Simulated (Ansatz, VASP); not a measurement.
One calculation of Se, two programs

INCAR

```
  PREC = Accurate
  ENCUT = 520
  EDIFF = 1E-6
  ISMEAR = -1
  SIGMA = 0.1
  LREAL = False
  LASPH = True
  NELM = 100
  ALGO = Normal
  ISIF = 2
  LWAVE = False
  LCHARG = False
  GGA = B5
  ALDAX = 1.0
  AGGAX = 1.0
  AGGAC = 1.0
  ALDAC = 0.0
  NBANDS = 9
```

KPOINTS

```
Automatic mesh
0
Gamma
  14 14 14
```

POSCAR

```
Se
1.0
   -1.7593591036      1.7593591036      1.7593591036
    1.7593591036     -1.7593591036      1.7593591036
    1.7593591036      1.7593591036     -1.7593591036
Se
1
Direct
    0.0000000000      0.0000000000      0.0000000000
```

Input for Ansatz:

```yaml
crystal:
  lattice:
    - [-1.7593591036, 1.7593591036, 1.7593591036]
    - [1.7593591036, -1.7593591036, 1.7593591036]
    - [1.7593591036, 1.7593591036, -1.7593591036]
  atoms:
    - { symbol: Se, position: [0.0, 0.0, 0.0] }
hamiltonian:
  xc: blyp
  pseudopotentials:
    kind: paw
    azcp:
      Se: "pseudopotentials/Se.paw.azcp"
basis:
  ecutwfc: 420
  fft_grid_basis: typed
kpoints:
  mp_grid: { grid: [14, 14, 14], shift: [0, 0, 0] }
magnetization:
  spin_polarized: false
scf:
  occupations: { method: fermi_dirac, width: 0.1 }
  lower_state_search: "off"
output:
  stress: true
  write_density: true
  write_potential: true
  elf: true
  volumetric_format: npy
```

Alike in both runs: task single point; functional BLYP; k mesh 14 × 14 × 14; occupations fermi-dirac, width 0.1 eV; no spin polarisation.

```csv
,VASP,Ansatz
version,VASP 6.6.1,Ansatz 0.2.0
potentials or method,"VASP PAW PBE potentials, release 64 (Se), cutoff 520 eV","plane waves (420 eV) with PAW, scalar-relativistic"
valence electrons in the cell,6,16
```

Ansatz gave:

```
pressure (GPa) : 2.6
```

Problem. What did VASP give for the same quantities?

Solution. Pressure (GPa): 2.7.

VASP's potentials were made for PBE, not for BLYP. The functional is the same, so the differences come from potentials, cutoffs and numerics. VASP's potentials hold 6 valence electrons a cell and Ansatz's 16, so a difference there can come from the potentials and not from the codes.
